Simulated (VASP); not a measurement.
A run of VASP 6.6.1 is set up as follows.

Contents of POSCAR:

```
BaTiO3
1.0
    4.0517631356      0.0000000000      0.0000000000
    0.0000000000      3.9723167996      0.0000000000
    0.0000000000      0.0000000000      4.1123825565
Ba Ti O
1 1 3
Direct
    0.0000000000      0.0000000000      0.9926109048
    0.5000000000      0.5000000000      0.4745255192
    0.5000000000      0.5000000000      0.0315737038
    0.5000000000      0.0000000000      0.5146449361
    0.0000000000      0.5000000000      0.5146449361
```

Contents of INCAR.step1:

```
SYSTEM = BaTiO3
ALGO = Normal
EDIFF = 1E-4
ENCUT = 520
GGA = PE
ISMEAR = 0
LASPH = .TRUE.
LCHARG = .FALSE.
LREAL = .FALSE.
LWAVE = .TRUE.
NBANDS = 28
NELM = 100
PREC = Accurate
SIGMA = 0.05
```

Contents of INCAR.step2:

```
SYSTEM = BaTiO3
ALGO = Normal
EDIFF = 1E-6
ENCUT = 520
ISIF = 2
ISMEAR = 0
ISTART = 1
LASPH = .TRUE.
LCHARG = .FALSE.
LMIXTAU = .TRUE.
LREAL = .FALSE.
LWAVE = .FALSE.
METAGGA = R2SCAN
NBANDS = 28
NELM = 100
PREC = Accurate
SIGMA = 0.05
```

File KPOINTS:

```
k-points
0
G
  8 8 8
  0 0 0
```

Potentials or basis: VASP PAW PBE potentials, release 64 (Ba_sv, Ti_sv, O).

The run is started by

```sh
$ cat potpaw_PBE.64/Ba_sv/POTCAR potpaw_PBE.64/Ti_sv/POTCAR potpaw_PBE.64/O/POTCAR > POTCAR
$ cp INCAR.step1 INCAR
$ mpirun -np 1 vasp_std > vasp.out
$ cp INCAR.step2 INCAR
$ mpirun -np 1 vasp_std > vasp.out
```

(1) Predict the largest force.

(2) What does it give for the pressure?

## Answers

(1) 0.123 eV/Å.

(2) -1.4 GPa.

Caveat: the cell differs from its parent crystal (strain +0.0200 x Voigt [1, 0, 0, 0, 0, 0]); the PAW data sets were made with another functional, which shifts forces and pressure a little.
